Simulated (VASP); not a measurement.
# Si2Ni (Fm-3m) in VASP: further runs

The runs below take Si2Ni through single point, relaxation of cell and atoms, with PBE.

All numbers are computed with VASP 6.6.1; they aren't measurements. Logs are shortened: lines on timing, memory, paths and dates and some standing lists are left out, and cuts for length are marked.

## Step 1: The cell of the first run

Symmetry: Fm-3m, No. 225, cubic system. The conventional cell has a = 5.443 Å, b = 5.443 Å, c = 5.443 Å, α = 90.00°, β = 90.00°, γ = 90.00°. Within 3.1 Å of Si (site symmetry -43m) lie 4 Ni at 2.36 Å and 6 Si at 2.72 Å. Within 3.1 Å of Ni (site symmetry m-3m) lie 8 Si at 2.36 Å.

## Step 2: Single point, PBE

INCAR

```
  ALGO = Normal
  EDIFF = 1E-6
  ENCUT = 600
  GGA = PE
  GGA_COMPAT = False
  ISIF = 2
  ISMEAR = 0
  LASPH = True
  LCHARG = False
  LREAL = False
  LWAVE = False
  NBANDS = 16
  NELM = 120
  PREC = Accurate
  SIGMA = 0.05
```

KPOINTS

```
k-points
0
Gamma
  12 12 12
```

POSCAR

```
Si2Ni
1.0
    0.0000000000      2.7214629354      2.7214629354
    2.7214629354      0.0000000000      2.7214629354
    2.7214629354      2.7214629354      0.0000000000
Si Ni
2 1
Direct
    0.2500000000      0.2500000000      0.2500000000
    0.7500000000      0.7500000000      0.7500000000
    0.0000000000      0.0000000000      0.0000000000
```

Potentials or basis: VASP PAW PBE potentials, release 64 (Si, Ni).

Started as:

```bash
cat potpaw_PBE.64/Si/POTCAR potpaw_PBE.64/Ni/POTCAR > POTCAR
mpirun -np 1 vasp_std > vasp.out
```

OUTCAR:

```text
EDIFF = 1E-6
   ENCUT = 600
   GGA = PE
   ISIF = 2
   ISMEAR = 0
   LASPH = True
   LREAL = False
   NELM = 120
   PREC = Accurate

 ion  position               nearest neighbor table
   1  0.250  0.250  0.250-   3 2.36   3 2.36   3 2.36   3 2.36   2 2.72   2 2.72   2 2.72   2 2.72
                             2 2.72   2 2.72
   2  0.750  0.750  0.750-   3 2.36   3 2.36   3 2.36   3 2.36   1 2.72   1 2.72   1 2.72   1 2.72
                             1 2.72   1 2.72
   3  0.000  0.000  0.000-   2 2.36   2 2.36   2 2.36   1 2.36   2 2.36   1 2.36   1 2.36   1 2.36

  LATTYP: Found a face centered cubic cell.
 ALAT       =     5.4429258708

  Lattice vectors:

 A1 = (   0.0000000000,   2.7214629354,   2.7214629354)
 A2 = (   2.7214629354,   0.0000000000,   2.7214629354)
 A3 = (   2.7214629354,   2.7214629354,   0.0000000000)

Analysis of symmetry for initial positions (statically):
=====================================================================
 Subroutine PRICEL returns:
 Original cell was already a primitive cell.

 Routine SETGRP: Setting up the symmetry group for a
 face centered cubic supercell.

 Subroutine GETGRP returns: Found 48 space group operations
 (whereof 48 operations were pure point group operations)
 out of a pool of 48 trial point group operations.

The static configuration has the point symmetry O_h .

Analysis of symmetry for dynamics (positions and initial velocities):
=====================================================================
 Subroutine PRICEL returns:
 Original cell was already a primitive cell.

 Routine SETGRP: Setting up the symmetry group for a
 face centered cubic supercell.

 Subroutine GETGRP returns: Found 48 space group operations
 (whereof 48 operations were pure point group operations)
 out of a pool of 48 trial point group operations.

The dynamic configuration has the point symmetry O_h .

 Subroutine INISYM returns: Found 48 space group operations
 (whereof 48 operations are pure point group operations),
 and found     1 'primitive' translations

----------------------------------------------------------------------------------------

                                     Primitive cell

  volume of cell :      40.3123

  direct lattice vectors                    reciprocal lattice vectors
     0.000000000  2.721462935  2.721462935    -0.183724714  0.183724714  0.183724714
     2.721462935  0.000000000  2.721462935     0.183724714 -0.183724714  0.183724714
     2.721462935  2.721462935  0.000000000     0.183724714  0.183724714 -0.183724714

  length of vectors
     3.848729793  3.848729793  3.848729793     0.318220540  0.318220540  0.318220540

  position of ions in fractional coordinates (direct lattice)
     0.250000000  0.250000000  0.250000000
     0.750000000  0.750000000  0.750000000
     0.000000000  0.000000000  0.000000000

  ion indices of the primitive-cell ions
   primitive index   ion index
                 1           1
                 2           2
                 3           3

----------------------------------------------------------------------------------------

 KPOINTS: k-points

Automatic generation of k-mesh.
 Grid dimensions read from file:
 generate k-points for:   12   12   12

 Generating k-lattice:

  Cartesian coordinates                     Fractional coordinates (reciprocal lattice)
    -0.015310393  0.015310393  0.015310393     0.083333333  0.000000000  0.000000000
     0.015310393 -0.015310393  0.015310393     0.000000000  0.083333333  0.000000000
     0.015310393  0.015310393 -0.015310393     0.000000000  0.000000000  0.083333333

  Length of vectors
     0.026518378  0.026518378  0.026518378

  Shift w.r.t. Gamma in fractional coordinates (k-lattice)
     0.000000000  0.000000000  0.000000000

 Subroutine IBZKPT returns following result:
 ===========================================

 Found     72 irreducible k-points:

 Following reciprocal coordinates:
            Coordinates               Weight
  0.000000  0.000000  0.000000      1.000000
  0.083333  0.000000  0.000000      8.000000
  0.166667  0.000000  0.000000      8.000000
  0.250000  0.000000  0.000000      8.000000
  0.333333  0.000000  0.000000      8.000000
  0.416667  0.000000  0.000000      8.000000
[... 16 lines left out ...]
  0.500000  0.166667  0.000000     24.000000
 -0.416667  0.166667  0.000000     24.000000
 [... further k-points ...]
   k-points           NKPTS =     72   k-points in BZ     NKDIM =     72   number of bands    NBANDS=     16
   number of dos      NEDOS =    301   number of ions     NIONS =      3
   total plane-waves  NPLWV =  32768
   dimension x,y,z NGX =    32 NGY =   32 NGZ =   32
   dimension x,y,z NGXF=    64 NGYF=   64 NGZF=   64
   ions per type =               2   1
   NGX,Y,Z   is equivalent  to a cutoff of  13.82, 13.82, 13.82 a.u.
   NGXF,Y,Z  is equivalent  to a cutoff of  27.64, 27.64, 27.64 a.u.
 SYSTEM =  unknown system
   PREC   = accura    normal or accurate (medium, high low for compatibility)
   ISTART =      0    job   : 0-new  1-cont  2-samecut
   ICHARG =      2    charge: 1-file 2-atom 10-const
   ISPIN  =      1    spin polarized calculation?
   LNONCOLLINEAR =      F non collinear calculations
   LSORBIT =      F    spin-orbit coupling
   LASPH  =      T    aspherical Exc in radial PAW
   ENCUT  =  600.0 eV  44.10 Ry    6.64 a.u.   7.69  7.69  7.69*2*pi/ulx,y,z
   NELM   =    120;   NELMIN=  2; NELMDL= -5     # of ELM steps
   EDIFF  = 0.1E-05   stopping-criterion for ELM
   LREAL  =      F    real-space projection
   EDIFFG = 0.1E-04   stopping-criterion for IOM
   NSW    =      0    number of steps for IOM
   IBRION =     -1    ionic relax: 0-MD 1-quasi-New 2-CG
   NFREE  =      0    steps in history (QN), initial steepest desc. (CG)
   ISIF   =      2    stress and relaxation
   ISYM   =      2    0-nonsym 1-usesym 2-fastsym
   POTIM  = 0.5000    time-step for ionic-motion
   TEBEG  =    0.0;   TEEND  =   0.0 temperature during run
   PSTRESS=    0.0 pullay stress
   NELECT =      18.0000    total number of electrons
   NUPDOWN=      -1.0000    fix difference up-down
   EMIN   =  10.00;   EMAX   =-10.00  energy-range for DOS
   EFERMI =   0.00;   METHOD = LEGACY
   ISMEAR =     0;   SIGMA  =   0.05  broadening in eV -4-tet -1-fermi 0-gaus
   EFERMI_NEDOS =   21; number of points for ismear=-14 and -15
   IALGO  =     38    algorithm
   IMIX   =      4    mixing-type and parameters
     AMIX     =   0.40;   BMIX     =  1.00
     AMIX_MAG =   1.60;   BMIX_MAG =  1.00
  volume/ion in A,a.u.               =      13.44        90.68
  Fermi-wavevector in a.u.,A,eV,Ry     =   1.251276  2.364569 21.302541  1.565693
  Thomas-Fermi vector in A             =   2.385231
   LORBIT       =      0    0 simple, 1 ext, 2 COOP (PROOUT), +10 PAW based schemes
   GGA     = PE    functional components
   LHFCALC =     F    Hartree Fock is set to
   AEXX    =    0.0000 exact exchange contribution
   IVDW    =     0    specifies the selected vdW correction
   LEPSILON=     F    determine dielectric tensor
   LRPA    =     F    only Hartree local field effects (RPA)
 non-spin polarized calculation
 Gauss-broadening in eV      SIGMA  =   0.05
  energy-cutoff  :      600.00
  volume of cell :       40.31
 maximum number of plane-waves:      1363
   NGX = 15   NGY = 15   NGZ = 15

 number of electron      17.9999999 magnetization

 Free energy of the ion-electron system (eV)
  ---------------------------------------------------
  ext. energy  EPLUGINS =         0.00000000
  ---------------------------------------------------
  free energy    TOTEN  =       -17.36607226 eV

  energy without entropy =      -17.36451409  energy(sigma->0) =      -17.36529318

 E-fermi :  10.1103     XC(G=0): -11.4931

 val. band max:       10.0943845578   @ k =  -0.4167   0.4167   0.0000
 cond. band min:      10.1181804330   @ k =   0.5000   0.3333   0.0000
 fundamental gap:      0.0237958752
 Fermi energy:        10.1103292800

 k-point     1 :       0.0000    0.0000    0.0000
  band No.  band energies     occupation
      1      -3.5057      2.00000
      2       5.0841      2.00000
      3       5.0841      2.00000
      4       5.0841      2.00000
      5       6.7550      2.00000
      6       6.7550      2.00000
[... 8 lines left out ...]
     15      14.8342      0.00000
     16      14.8342      0.00000

 k-point     2 :       0.0833    0.0000    0.0000
  band No.  band energies     occupation
      1      -3.4043      2.00000
      2       4.8665      2.00000
      3       5.1165      2.00000
      4       5.1165      2.00000
      5       6.7361      2.00000
      6       6.7361      2.00000
[... 8 lines left out ...]
     15      14.4806      0.00000
     16      14.6653      0.00000

 k-point     3 :       0.1667    0.0000    0.0000
  band No.  band energies     occupation
      1      -3.1018      2.00000
      2       4.2628      2.00000
      3       5.2054      2.00000
      4       5.2054      2.00000
      5       6.6954      2.00000
      6       6.6954      2.00000
[... 8 lines left out ...]
     15      14.5943      0.00000
     16      15.0773      0.00000

 k-point     4 :       0.2500    0.0000    0.0000
  band No.  band energies     occupation
      1      -2.6036      2.00000
      2       3.3633      2.00000
      3       5.3240      2.00000
      4       5.3240      2.00000
      5       6.6768      2.00000
      6       6.6768      2.00000
[... 8 lines left out ...]
     15      15.5998      0.00000
     16      16.2545      0.00000
[... 324 lines left out ...]
 k-point    22 :       0.4167    0.1667    0.0000
  band No.  band energies     occupation
      1      -1.3139      2.00000
      2       2.0973      2.00000
      3       5.2264      2.00000
      4       5.4161      2.00000
      5       5.9670      2.00000
      6       6.7987      2.00000
[... 8 lines left out ...]
     15      19.4139      0.00000
     16      19.7799      0.00000

 k-point    23 :       0.5000    0.1667    0.0000
  band No.  band energies     occupation
      1      -0.4416      2.00000
      2       1.0308      2.00000
      3       5.0398      2.00000
      4       5.5405      2.00000
      5       5.9321      2.00000
      6       6.7697      2.00000
[... 8 lines left out ...]
     15      19.5653      0.00000
     16      20.0732      0.00000

 k-point    24 :      -0.4167    0.1667    0.0000
  band No.  band energies     occupation
      1      -0.1444      2.00000
      2       0.6947      2.00000
      3       4.8471      2.00000
      4       5.6592      2.00000
      5       6.0463      2.00000
      6       6.6827      2.00000
[... 8 lines left out ...]
     15      18.1522      0.00000
     16      18.5082      0.00000

 [... further k-points ...]

------------------------ aborting loop because EDIFF is reached ----------------------------------------

  FORCE on cell =-STRESS in cart. coord.  units (eV):
  Direction    XX          YY          ZZ          XY          YZ          ZX
  --------------------------------------------------------------------------------------
  -------------------------------------------------------------------------------------
  Total       -0.0306650     -0.0306650     -0.0306650     -0.0000000      0.0000000     -0.0000000
  in kB       -1.2187562     -1.2187562     -1.2187562     -0.0000000      0.0000000     -0.0000000
  external PRESSURE =      -1.2187562 kB  Pullay stress =       0.0000000 kB

 VOLUME and BASIS-vectors are now :
 -----------------------------------------------------------------------------
  energy-cutoff  :      600.00
  volume of cell :       40.31
      direct lattice vectors                 reciprocal lattice vectors
     0.000000000  2.721462935  2.721462935    -0.183724714  0.183724714  0.183724714
     2.721462935  0.000000000  2.721462935     0.183724714 -0.183724714  0.183724714
     2.721462935  2.721462935  0.000000000     0.183724714  0.183724714 -0.183724714

 POSITION                                       TOTAL-FORCE (eV/Angst)
 -----------------------------------------------------------------------------------
      1.36073      1.36073      1.36073        -0.000000     -0.000000      0.000000
      4.08219      4.08219      4.08219         0.000000      0.000000     -0.000000
      0.00000      0.00000      0.00000        -0.000000     -0.000000      0.000000
 -----------------------------------------------------------------------------------
    total drift:                                0.000000     -0.000000      0.000000

  FREE ENERGIE OF THE ION-ELECTRON SYSTEM (eV)
  ---------------------------------------------------
  free  energy   TOTEN  =       -17.3660722647 eV

  energy  without entropy=      -17.3645140875  energy(sigma->0) =      -17.36529318
```

Wall time 68 s (1 thread of Intel Xeon Platinum 8259CL at 2.50GHz (Skylake/Cascade Lake), shared host); peak memory 0.21 GiB.

What came out:

* Free energy: -17.3661 eV
* Pressure: -0.1 GPa
* Band gap on the k mesh: zero (bands 9 and 10 overlap by 2.14 eV)

Levels at points of the mesh, in eV from the Fermi level:
```
           k point  band 7  band 8  band 9  band 10  band 11  band 12
(0.00, 0.00, 0.00)   -0.42    1.71    1.71     1.71     2.36     2.36
(0.50, 0.00, 0.00)   -3.18   -1.35   -1.35     1.80     1.84     1.84
(0.50, 0.50, 0.00)   -3.45   -3.28   -2.97    -0.41     1.50     7.78
```

Spin polarisation is off, so any magnetic state and its effect on volume and gap are missing.

## Step 3: Relaxation of cell and atoms, PBE

This run uses another cell than the first one, of 13.17 Å³/atom.

INCAR

```
PREC = Accurate
ENCUT = 600
EDIFF = 1E-7
ISMEAR = 0
SIGMA = 0.05
LREAL = False
LASPH = True
NELM = 120
ALGO = Normal
ISIF = 3
LWAVE = False
LCHARG = False
GGA = PE
IBRION = 2
NSW = 80
EDIFFG = -0.01
GGA_COMPAT = False
NELMIN = 4
```

KPOINTS

```
regular mesh
0
Gamma
  12 12 12
```

POSCAR

```
Si2Ni
1.0
    0.0000000000      2.7030000000      2.7030000000
    2.7030000000      0.0000000000      2.7030000000
    2.7030000000      2.7030000000      0.0000000000
Si Ni
2 1
Direct
    0.2500000000      0.2500000000      0.2500000000
    0.7500000000      0.7500000000      0.7500000000
    0.0000000000      0.0000000000      0.0000000000
```

Potentials or basis: VASP PAW PBE potentials, release 64 (Si, Ni).

Started as:

```bash
cat potpaw_PBE.64/Si/POTCAR potpaw_PBE.64/Ni/POTCAR > POTCAR
mpirun -np 1 vasp_std > vasp.out
```

Wall time 3.1 min (1 thread of Intel Xeon Platinum 8259CL at 2.50GHz (Skylake/Cascade Lake), shared host); peak memory 0.21 GiB.

The run converged. Its results:

| Quantity | Value |
| --- | --- |
| Free energy | -17.3659 eV |
| Relaxed volume | 13.44 Å³/atom |
| Relaxed cell | a = 3.849 Å, b = 3.849 Å, c = 3.849 Å, α = 60.00°, β = 60.00°, γ = 60.00° |
| Space group after relaxing (to 0.1 Å) | Fm-3m (No. 225) |
| Energy gained by relaxing | 2.6 meV/atom |
| Ionic steps | 3 |
| Pressure after relaxing | 0.0 GPa |
| Band gap on the k mesh | zero (bands 9 and 10 overlap by 2.14 eV) |

The path:
| step | energy change (eV) | largest force (eV/Å) | pressure (GPa) | volume (Å³) |
| --- | --- | --- | --- | --- |
| 1 | 0.0000 | 0.0000 | 3.10 | 39.50 |
| 2 | -0.0031 | 0.0000 | -2.18 | 40.97 |
| 3 | -0.0077 | 0.0000 | 0.00 | 40.31 |

Final structure:
```
CELL_PARAMETERS angstrom
0.00000 2.72145 2.72145
2.72145 0.00000 2.72145
2.72145 2.72145 0.00000
ATOMIC_POSITIONS crystal
Si 0.25000 0.25000 0.25000
Si 0.75000 0.75000 0.75000
Ni 0.00000 0.00000 0.00000
```

Levels at points of the mesh, in eV from the Fermi level:
```tsv
k point	band 7	band 8	band 9	band 10	band 11	band 12
(0.00, 0.00, 0.00)	-0.42	1.71	1.71	1.71	2.36	2.36
(0.50, 0.00, 0.00)	-3.18	-1.35	-1.35	1.80	1.84	1.84
(0.50, 0.50, 0.00)	-3.45	-3.29	-2.97	-0.41	1.50	7.79
```

The gap in the log of VASP goes by the Fermi energy; the results here count the filled bands.